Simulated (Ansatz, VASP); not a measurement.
One calculation of Al, two programs

```xyz
6
Lattice="4.5817 -0.0229 -0.0223 -2.3091 4.0356 -0.0003 -0.0205 -0.0128 5.4920" Properties=species:S:1:pos:R:3 pbc="T T T"
Al    2.2733    2.6694    0.8961
Al   -0.0223    1.3308    4.5728
Al   -0.0195    4.0245   -0.0110
Al   -0.0273    4.0175    2.7350
Al    4.5679    1.3141    1.8045
Al    2.2670    2.6625    3.6420
```

Change from the starting cell: cell x2, atoms moved at random (sigma 0.15 Å) and cell strained at random (1.5 %), then relaxed without symmetry.

Alike in both runs: functional PBE; k mesh 6 × 6 × 4; occupations gaussian, width 0.2 eV; no spin polarisation.

Ansatz relaxed the structure, and its values are those at the end. VASP's run is a single point on that final structure, the one shown.

|  | VASP | Ansatz |
| --- | --- | --- |
| version | VASP 6.6.1 | Ansatz 0.2.0 |
| potentials or method | VASP PAW PBE potentials, release 64 (Al), cutoff 520 eV | scalar-relativistic, plane waves, PAW |
| valence electrons in the cell | 18 | 18 |

Ansatz gave:

```
gap on the k mesh at the Fermi level (eV) : none
pressure (GPa)                            : 0.0
```

Task: Which values does VASP return?

Result: gap on the k mesh at the Fermi level (eV): none; pressure (GPa): -0.1.

A gap of «none» marks a metal or a gap that the smearing closes.
